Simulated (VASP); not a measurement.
A run of VASP 6.6.1 is set up as follows.

The input INCAR:

```
SYSTEM = SnO2
PREC = Accurate ; ENCUT = 520
EDIFF = 1E-6 ; ISMEAR = 0
SIGMA = 0.05 ; LREAL = .FALSE.
LASPH = .TRUE. ; NELM = 80
ALGO = Normal ; ISIF = 2
LWAVE = .FALSE. ; LCHARG = .TRUE.
LELF = .TRUE. ; LVHAR = .TRUE.
NBANDS = 35
```

The input KPOINTS:

```
Automatic mesh
0
G
  10 10 10
  0 0 0
```

File POSCAR:

```
SnO2
1.0
   -1.9861130365      1.9861130365      5.0901677903
    1.9861130365     -1.9861130365      5.0901677903
    1.9861130365      1.9861130365     -5.0901677903
Sn O
2 4
Direct
    0.7500000000      0.2500000000      0.5000000000
    0.0000000000      0.0000000000      0.0000000000
    0.7969975834      0.7969975834      0.0000000000
    0.9530024166      0.4530024166      0.5000000000
    0.2030024166      0.2030024166      0.0000000000
    0.5469975834      0.0469975834      0.5000000000
```

Potentials or basis: VASP PAW LDA potentials, release 64 (Sn_d, O).

Command:

```bash
$ cat potpaw_LDA.64/Sn_d/POTCAR potpaw_LDA.64/O/POTCAR > POTCAR
$ mpirun -np 1 vasp_std > vasp.out
```

**Question.** Predict the pressure.

**Answer.** 0.9 GPa.

**Question.** Predict the largest force.

**Answer.** 0.039 eV/Å.

Forces in eV/Å, atoms in the order of the input:
```
Sn   0.000  0.000  0.000
Sn   0.000  0.000  0.000
O    0.000  0.000 -0.039
O    0.000  0.000  0.039
O    0.000  0.000  0.039
O    0.000  0.000 -0.039
```
